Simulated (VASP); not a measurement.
## Sm4TaI: single point with PBE

Sm4TaI:

```xyz
6
Lattice="5.1877 0.0000 0.0000 0.0000 5.1877 0.0000 0.0000 0.0000 7.4461" Properties=species:S:1:pos:R:3 pbc="T T T"
Sm    2.5938    0.0000    5.7825
Sm    0.0000    2.5938    1.6636
Sm    2.5938    0.0000    1.6636
Sm    0.0000    2.5938    5.7825
Ta    0.0000    0.0000    0.0000
I     2.5938    2.5938    3.7230
```

The cell was generated, and may not be a known phase.

```
Program                : VASP 6.6.1
Task                   : single point
Functional             : PBE
Potentials or basis    : VASP PAW PBE potentials, release 64 (Sm_3, Ta_pv, I), 4f in core
Cutoff                 : 500 eV
k mesh                 : 4 × 4 × 4
Occupations            : gaussian, width 0.1 eV
Spin                   : no spin polarisation
Dipole correction      : no
Further INCAR settings : ALGO = Normal; EDIFF = 1e-06; NBANDS = 40
```

```json
{
 "Pressure": "0.3 GPa",
 "Largest force": "0.004 eV/Å",
 "Band gap on the k mesh": "zero (bands 31 and 32 overlap by 0.50 eV)"
}
```

Forces on the atoms (eV/Å):
```
Sm   0.000  0.000  0.004
Sm   0.000  0.000 -0.004
Sm   0.000  0.000 -0.004
Sm   0.000  0.000  0.004
Ta   0.000  0.000  0.000
I    0.000  0.000  0.000
```

Levels at points of the mesh, in eV from the Fermi level:
| k point | band 28 | band 29 | band 30 | band 31 | band 32 | band 33 | band 34 | band 35 |
| --- | --- | --- | --- | --- | --- | --- | --- | --- |
| (0.00, 0.00, 0.00) | -1.14 | -1.12 | 0.11 | 0.34 | 0.34 | 0.34 | 0.34 | 0.82 |
| (0.50, 0.00, 0.00) | -0.59 | -0.46 | -0.43 | 0.02 | 0.04 | 0.38 | 0.63 | 1.27 |
| (0.50, 0.50, 0.00) | -0.83 | -0.43 | -0.43 | -0.34 | 0.24 | 0.24 | 0.98 | 0.98 |
| (0.00, 0.00, 0.50) | -0.71 | -0.41 | -0.20 | -0.03 | -0.03 | 0.36 | 0.36 | 0.86 |
| (0.50, 0.00, 0.50) | -0.71 | -0.35 | -0.31 | 0.00 | 0.48 | 0.55 | 0.79 | 1.12 |
| (0.50, 0.50, 0.50) | -1.16 | -1.16 | -0.68 | -0.28 | 0.05 | 1.02 | 1.02 | 1.45 |

It took 79 s on 1 thread of Intel(R) Xeon(R) 6975P-C (Granite Rapids) (shared host), peak memory 0.36 GiB.

Caveat: spin-orbit coupling is left out, which moves the levels of the heavy elements; the 4f electrons are frozen in the core, so they carry no moment and show no levels; the run has no spin polarisation, though such a crystal can be magnetic. Spin polarisation is off, so any magnetic state and its effect on volume and gap are missing.
